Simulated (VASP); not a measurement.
Runs of VASP 6.6.1 on Sc. The structure is that of space group P6_3/mmc (No. 194), or close to it. The cells are those of the table. 

```tsv
cell	gap on the mesh (eV)	pressure (GPa)
a = 3.309, b = 3.309, c = 5.273 Å, angles 90.0, 90.0, 120.0°, 2 atoms	none	-0.7
a = 3.249, b = 3.249, c = 5.178 Å, angles 90.0, 90.0, 120.0°, 2 atoms	none	2.4
a = 3.338, b = 3.338, c = 5.320 Å, angles 90.0, 90.0, 120.0°, 2 atoms	none	-2.0
a = 3.218, b = 3.218, c = 5.129 Å, angles 90.0, 90.0, 120.0°, 2 atoms	none	(b)
a = 3.279, b = 3.279, c = 5.226 Å, angles 90.0, 90.0, 120.0°, 2 atoms	none	0.8
a = 3.367, b = 3.367, c = 5.365 Å, angles 90.0, 90.0, 120.0°, 2 atoms	none	(a)
a = 3.395, b = 3.395, c = 5.410 Å, angles 90.0, 90.0, 120.0°, 2 atoms	none	-4.2
```

Alike in all rows: task single point; level PBE; potentials or basis VASP PAW PBE potentials, release 64 (Sc_sv); no spin polarisation; k mesh 10 × 10 × 6; cutoff (eV) 520; smearing gaussian 0.1 eV.

**Question.** Fill in the values left out.

**Answer.** (a) -3.2; (b) 4.3.

A gap of «none» marks levels without a gap at the run's occupations.
